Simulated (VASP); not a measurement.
# W (Im-3m) in VASP: settings compared, part 2 of 2

VASP 6.6.1. Earlier steps stand in the parts before.

### Step 3. Relaxation of cell and atoms, PBE+D3(BJ)

INCAR

```
ALGO     = Normal         # electronic algorithm
EDIFF    = 1E-7           # SCF threshold, eV
EDIFFG   = -0.005         # ionic threshold
ENCUT    = 500            # plane-wave cutoff, eV
GGA      = PE             # functional
GGA_COMPAT= F            
IBRION   = 2              # ionic algorithm
ISIF     = 3              # what is computed and relaxed
ISMEAR   = -1             # smearing method
IVDW     = 12             # dispersion correction
LASPH    = T              # aspherical terms in the spheres
LCHARG   = F              # write CHGCAR
LREAL    = F              # projectors in reciprocal space
LWAVE    = F              # write WAVECAR
NELM     = 120            # most SCF steps
NELMIN   = 4            
NSW      = 80             # ionic steps
PREC     = Accurate       # precision mode
SIGMA    = 0.15           # smearing width, eV
```

KPOINTS

```
k-points
0
Gamma
  15 15 15
```

POSCAR

```
W
1.0
   -1.5823450000      1.5823450000      1.5823450000
    1.5823450000     -1.5823450000      1.5823450000
    1.5823450000      1.5823450000     -1.5823450000
W
1
Direct
    0.0000000000      0.0000000000      0.0000000000
```

Potentials or basis: VASP PAW PBE potentials, release 64 (W_sv).

Command:

```bash
cat potpaw_PBE.64/W_sv/POTCAR > POTCAR
mpirun -np 1 vasp_std > vasp.out
```

OUTCAR:

```text
EDIFF = 1E-7
   EDIFFG = -0.005
   ENCUT = 500
   GGA = PE
   IBRION = 2
   ISIF = 3
   ISMEAR = -1
   IVDW = 12
   LASPH = T
   LREAL = F
   NELM = 120
   NELMIN = 4
   NSW = 80
   PREC = Accurate
 IVDW          = 12

 ion  position               nearest neighbor table
   1  0.000  0.000  0.000-

  LATTYP: Found a body centered cubic cell.
 ALAT       =     3.1646900000

  Lattice vectors:

 A1 = (  -1.5823450000,   1.5823450000,   1.5823450000)
 A2 = (   1.5823450000,  -1.5823450000,   1.5823450000)
 A3 = (   1.5823450000,   1.5823450000,  -1.5823450000)

Analysis of symmetry for initial positions (statically):
=====================================================================
 Subroutine PRICEL returns:
 Original cell was already a primitive cell.

 Routine SETGRP: Setting up the symmetry group for a
 body centered cubic supercell.

 Subroutine GETGRP returns: Found 48 space group operations
 (whereof 48 operations were pure point group operations)
 out of a pool of 48 trial point group operations.

The static configuration has the point symmetry O_h .

Analysis of symmetry for dynamics (positions and initial velocities):
=====================================================================
 Subroutine PRICEL returns:
 Original cell was already a primitive cell.

 Routine SETGRP: Setting up the symmetry group for a
 body centered cubic supercell.

 Subroutine GETGRP returns: Found 48 space group operations
 (whereof 48 operations were pure point group operations)
 out of a pool of 48 trial point group operations.

The dynamic configuration has the point symmetry O_h .

 Subroutine INISYM returns: Found 48 space group operations
 (whereof 48 operations are pure point group operations),
 and found     1 'primitive' translations

----------------------------------------------------------------------------------------

                                     Primitive cell

  volume of cell :      15.8476

  direct lattice vectors                    reciprocal lattice vectors
    -1.582345000  1.582345000  1.582345000     0.000000000  0.315986716  0.315986716
     1.582345000 -1.582345000  1.582345000     0.315986716  0.000000000  0.315986716
     1.582345000  1.582345000 -1.582345000     0.315986716  0.315986716  0.000000000

  length of vectors
     2.740701935  2.740701935  2.740701935     0.446872699  0.446872699  0.446872699

  position of ions in fractional coordinates (direct lattice)
     0.000000000  0.000000000  0.000000000

  ion indices of the primitive-cell ions
   primitive index   ion index
                 1           1

----------------------------------------------------------------------------------------

 KPOINTS: k-points

Automatic generation of k-mesh.
 Grid dimensions read from file:
 generate k-points for:   15   15   15

 Generating k-lattice:

  Cartesian coordinates                     Fractional coordinates (reciprocal lattice)
     0.000000000  0.021065781  0.021065781     0.066666667  0.000000000  0.000000000
     0.021065781  0.000000000  0.021065781     0.000000000  0.066666667  0.000000000
     0.021065781  0.021065781  0.000000000     0.000000000  0.000000000  0.066666667

  Length of vectors
     0.029791513  0.029791513  0.029791513

  Shift w.r.t. Gamma in fractional coordinates (k-lattice)
     0.000000000  0.000000000  0.000000000

 Subroutine IBZKPT returns following result:
 ===========================================

 Found    120 irreducible k-points:

 Following reciprocal coordinates:
            Coordinates               Weight
  0.000000  0.000000  0.000000      1.000000
  0.066667  0.000000  0.000000     12.000000
  0.133333  0.000000  0.000000     12.000000
  0.200000  0.000000  0.000000     12.000000
  0.266667  0.000000  0.000000     12.000000
  0.333333  0.000000  0.000000     12.000000
[... 16 lines left out ...]
  0.333333  0.200000  0.000000     48.000000
  0.400000  0.200000  0.000000     24.000000
 [... further k-points ...]
   k-points           NKPTS =    120   k-points in BZ     NKDIM =    120   number of bands    NBANDS=     11
   number of dos      NEDOS =    301   number of ions     NIONS =      1
   total plane-waves  NPLWV =   8000
   dimension x,y,z NGX =    20 NGY =   20 NGZ =   20
   dimension x,y,z NGXF=    40 NGYF=   40 NGZF=   40
   ions per type =               1
   NGX,Y,Z   is equivalent  to a cutoff of  12.13, 12.13, 12.13 a.u.
   NGXF,Y,Z  is equivalent  to a cutoff of  24.26, 24.26, 24.26 a.u.
 SYSTEM =  unknown system
   PREC   = accura    normal or accurate (medium, high low for compatibility)
   ISTART =      0    job   : 0-new  1-cont  2-samecut
   ICHARG =      2    charge: 1-file 2-atom 10-const
   ISPIN  =      1    spin polarized calculation?
   LNONCOLLINEAR =      F non collinear calculations
   LSORBIT =      F    spin-orbit coupling
   LASPH  =      T    aspherical Exc in radial PAW
   ENCUT  =  500.0 eV  36.75 Ry    6.06 a.u.   5.00  5.00  5.00*2*pi/ulx,y,z
   NELM   =    120;   NELMIN=  4; NELMDL= -5     # of ELM steps
   EDIFF  = 0.1E-06   stopping-criterion for ELM
   LREAL  =      F    real-space projection
   EDIFFG = -.5E-02   stopping-criterion for IOM
   NSW    =     80    number of steps for IOM
   IBRION =      2    ionic relax: 0-MD 1-quasi-New 2-CG
   NFREE  =      1    steps in history (QN), initial steepest desc. (CG)
   ISIF   =      3    stress and relaxation
   ISYM   =      2    0-nonsym 1-usesym 2-fastsym
   POTIM  = 0.5000    time-step for ionic-motion
   TEBEG  =    0.0;   TEEND  =   0.0 temperature during run
   PSTRESS=    0.0 pullay stress
   NELECT =      14.0000    total number of electrons
   NUPDOWN=      -1.0000    fix difference up-down
   EMIN   =  10.00;   EMAX   =-10.00  energy-range for DOS
   EFERMI =   0.00;   METHOD = LEGACY
   ISMEAR =    -1;   SIGMA  =   0.15  broadening in eV -4-tet -1-fermi 0-gaus
   EFERMI_NEDOS =   21; number of points for ismear=-14 and -15
   IALGO  =     38    algorithm
   IMIX   =      4    mixing-type and parameters
     AMIX     =   0.40;   BMIX     =  1.00
     AMIX_MAG =   1.60;   BMIX_MAG =  1.00
  volume/ion in A,a.u.               =      15.85       106.94
  Fermi-wavevector in a.u.,A,eV,Ry     =   1.570832  2.968442 33.572544  2.467512
  Thomas-Fermi vector in A             =   2.672506
   LORBIT       =      0    0 simple, 1 ext, 2 COOP (PROOUT), +10 PAW based schemes
   GGA     = PE    functional components
   LHFCALC =     F    Hartree Fock is set to
   AEXX    =    0.0000 exact exchange contribution
   IVDW    =    12    specifies the selected vdW correction
   LEPSILON=     F    determine dielectric tensor
   LRPA    =     F    only Hartree local field effects (RPA)
 conjugate gradient relaxation of ions
 non-spin polarized calculation
  energy-cutoff  :      500.00
  volume of cell :       15.85
 maximum number of plane-waves:       417
   NGX =  9   NGY =  9   NGZ =  9

--------------------------------------- Ionic step        1  -------------------------------------------

 number of electron      14.0000004 magnetization

 Free energy of the ion-electron system (eV)
  ---------------------------------------------------
  ext. energy  EPLUGINS =         0.00000000
  ---------------------------------------------------
  free energy    TOTEN  =       -12.96329519 eV

  energy without entropy =      -12.92697178  energy(sigma->0) =      -12.94513349

------------------------ aborting loop because EDIFF is reached ----------------------------------------

 Edisp (eV)   -0.69548

 E8    (eV) :    -0.3566
[... 69 lines left out ...]
--------------------------------------- Ionic step        3  -------------------------------------------

 number of electron      14.0000004 magnetization

 Free energy of the ion-electron system (eV)
  ---------------------------------------------------
  ext. energy  EPLUGINS =         0.00000000
  ---------------------------------------------------
  free energy    TOTEN  =       -12.96134027 eV

  energy without entropy =      -12.92504936  energy(sigma->0) =      -12.94319482

 E-fermi :  11.4567     XC(G=0): -13.6586

 val. band max:       11.4275408135   @ k =  -0.3333   0.4000   0.2667
 cond. band min:      11.5786828930   @ k =  -0.2667   0.2667   0.1333
 fundamental gap:      0.1511420795
 Fermi energy:        11.4566693113

 k-point     1 :       0.0000    0.0000    0.0000
  band No.  band energies     occupation
      1     -62.6881      2.00000
      2     -26.2455      2.00000
      3     -26.2455      2.00000
      4     -26.2455      2.00000
      5       1.8345      2.00000
      6      10.2560      1.99933
      7      10.2560      1.99933
      8      10.2560      1.99933
      9      13.7596      0.00000
     10      13.7596      0.00000
     11      26.0135      0.00000
[... 309 lines left out ...]
 k-point    24 :       0.4000    0.2000    0.0000
  band No.  band energies     occupation
      1     -62.5413      2.00000
      2     -27.3915      2.00000
      3     -26.8547      2.00000
      4     -26.3790      2.00000
      5       6.3958      2.00000
      6       8.1757      2.00000
      7      10.1104      1.99975
      8      13.5168      0.00000
      9      14.9707      0.00000
     10      19.8958      0.00000
     11      20.8757      0.00000

 [... further k-points ...]

------------------------ aborting loop because EDIFF is reached ----------------------------------------

 Edisp (eV)   -0.69757

 E8    (eV) :    -0.3577
[... 24 lines left out ...]
  FREE ENERGIE OF THE ION-ELECTRON SYSTEM (eV)
  ---------------------------------------------------
  free  energy   TOTEN  =       -13.6589072647 eV

  energy  without entropy=      -13.6226163561  energy(sigma->0) =      -13.64076181

 reached required accuracy - stopping structural energy minimisation
```

It took 20 s on 1 thread of Intel Xeon Platinum 8488C (Sapphire Rapids), shared host; peak memory 0.15 GiB.

What came out:

| Quantity | Value |
| --- | --- |
| Free energy | -13.6589 eV |
| Relaxed volume | 15.80 Å³/atom |
| Relaxed cell | a = 2.738 Å, b = 2.738 Å, c = 2.738 Å, α = 109.47°, β = 109.47°, γ = 109.47° |
| Space group after relaxing (to 0.1 Å) | Im-3m (No. 229) |
| Energy gained by relaxing | 0.1 meV/atom |
| Ionic steps | 3 |
| Pressure after relaxing | 0.0 GPa |
| Band gap on the k mesh | zero (bands 7 and 8 overlap by 5.90 eV) |
| Dispersion energy per atom | -0.698 eV |

The path:
```csv
step,energy change (eV),largest force (eV/Å),pressure (GPa),volume (Å³)
1,0.0000,0.0000,-0.91,15.85
2,0.0015,0.0000,3.36,15.64
3,-0.0001,0.0000,0.01,15.80
```

Final structure:
```
W
1.0
    -1.58082    1.58082    1.58082
     1.58082   -1.58082    1.58082
     1.58082    1.58082   -1.58082
W
1
Direct
  0.00000 0.00000 0.00000
```

Caveat: spin-orbit coupling is left out, which moves the levels of the heavy elements.

### Step 4. Relaxation of cell and atoms, PBE+D4

INCAR

```
ALGO = Normal ; EDIFF = 1E-7
EDIFFG = -0.005 ; ENCUT = 500
GGA = PE ; GGA_COMPAT = F
IBRION = 2 ; ISIF = 3
ISMEAR = -1 ; IVDW = 13
LASPH = T ; LCHARG = F
LREAL = F ; LWAVE = F
NELM = 120 ; NELMIN = 4
NSW = 80 ; PREC = Accurate
SIGMA = 0.15
```

KPOINTS is that of step 3.

POSCAR is that of step 3.

Command:

```bash
cat potpaw_PBE.64/W_sv/POTCAR > POTCAR
mpirun -np 1 vasp_std > vasp.out
```

Run time: 20 s. Hardware: 1 thread of Intel Xeon Platinum 8488C (Sapphire Rapids), shared host; peak memory 0.14 GiB.

The run converged. Its results:

```
Free energy                           : -13.6855 eV
Relaxed volume                        : 15.82 Å³/atom
Relaxed cell                          : a = 2.739 Å, b = 2.739 Å, c = 2.739 Å, α = 109.47°, β = 109.47°, γ = 109.47°
Space group after relaxing (to 0.1 Å) : Im-3m (No. 229)
Ionic steps                           : 3
Pressure after relaxing               : 0.0 GPa
Band gap on the k mesh                : zero (bands 7 and 8 overlap by 5.89 eV)
Dispersion energy per atom            : -0.723 eV
```

Final structure:
```xyz
1
Lattice="-1.5816 1.5816 1.5816 1.5816 -1.5816 1.5816 1.5816 1.5816 -1.5816" Properties=species:S:1:pos:R:3 pbc="T T T"
W     0.0000    0.0000    0.0000
```

Levels at points of the mesh, in eV from the Fermi level:
| k point | band 4 | band 5 | band 6 | band 7 | band 8 | band 9 | band 10 | band 11 |
| --- | --- | --- | --- | --- | --- | --- | --- | --- |
| (0.00, 0.00, 0.00) | -37.71 | -9.61 | -1.20 | -1.20 | -1.20 | 2.30 | 2.30 | 14.55 |

Caveat: spin-orbit coupling is left out, which moves the levels of the heavy elements.

### Step 5. Overview

| level | gap on the mesh (eV) | pressure (GPa) | relaxed volume (Å³/atom) |
| --- | --- | --- | --- |
| PBE | none | 0.0 | 16.17 |
| PBE+D3(BJ) | none | 0.0 | 15.80 |
| PBE+D4 | none | 0.0 | 15.82 |

Alike in all rows: task relaxation of cell and atoms; potentials or basis VASP PAW PBE potentials, release 64 (W_sv); no spin polarisation; cell relaxed; k mesh 15 × 15 × 15; cutoff (eV) 500; smearing fermi-dirac 0.15 eV.

Caveats: spin-orbit coupling is left out, which moves the levels of the heavy elements.

Absolute energies hang on the potentials; compare differences alone.

The gap in the log of VASP goes by the Fermi energy; the results here count the filled bands.